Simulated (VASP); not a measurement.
Here is a VASP 6.6.1 calculation.

The input POSCAR:

```
SrO
1.0
    0.0000000000      2.8289163420      2.8289163420
    2.8289163420      0.0000000000      2.8289163420
    2.8289163420      2.8289163420      0.0000000000
Sr O
1 1
Direct
    0.0000000000      0.0000000000      0.0000000000
    0.2500000000      0.2500000000      0.2500000000
```

File INCAR.step1:

```
SYSTEM = SrO
  PREC = Accurate
  ENCUT = 520
  ISMEAR = 0
  SIGMA = 0.05
  LREAL = .False.
  LASPH = .True.
  NELM = 60
  NBANDS = 15
  GGA = PE
  ALGO = Normal
  EDIFF = 1E-4
  LWAVE = .True.
  LCHARG = .False.
```

INCAR.step2

```
SYSTEM = SrO
  PREC = Accurate
  ENCUT = 520
  EDIFF = 1E-6
  ISMEAR = 0
  SIGMA = 0.05
  LREAL = .False.
  LASPH = .True.
  NELM = 60
  ALGO = Normal
  ISIF = 2
  LWAVE = .False.
  LCHARG = .False.
  METAGGA = R2SCAN
  LMIXTAU = .True.
  NBANDS = 15
  ISTART = 1
```

KPOINTS

```
regular mesh
0
Gamma
  8 8 8
  0 0 0
```

Potentials or basis: VASP PAW PBE potentials, release 64 (Sr_sv, O).

Launch:

```sh
$ cat potpaw_PBE.64/Sr_sv/POTCAR potpaw_PBE.64/O/POTCAR > POTCAR
$ cp INCAR.step1 INCAR
$ mpirun -np 1 vasp_std > vasp.out
$ cp INCAR.step2 INCAR
$ mpirun -np 1 vasp_std > vasp.out
```

(1) Estimate the pressure.

(2) What does it give for the band gap on the k mesh?

## Answers

(1) -2.0 GPa.

(2) 2.80 eV, indirect (least direct gap 3.56 eV).

Caveat: the PAW data sets were made with another functional, which shifts forces and pressure a little.
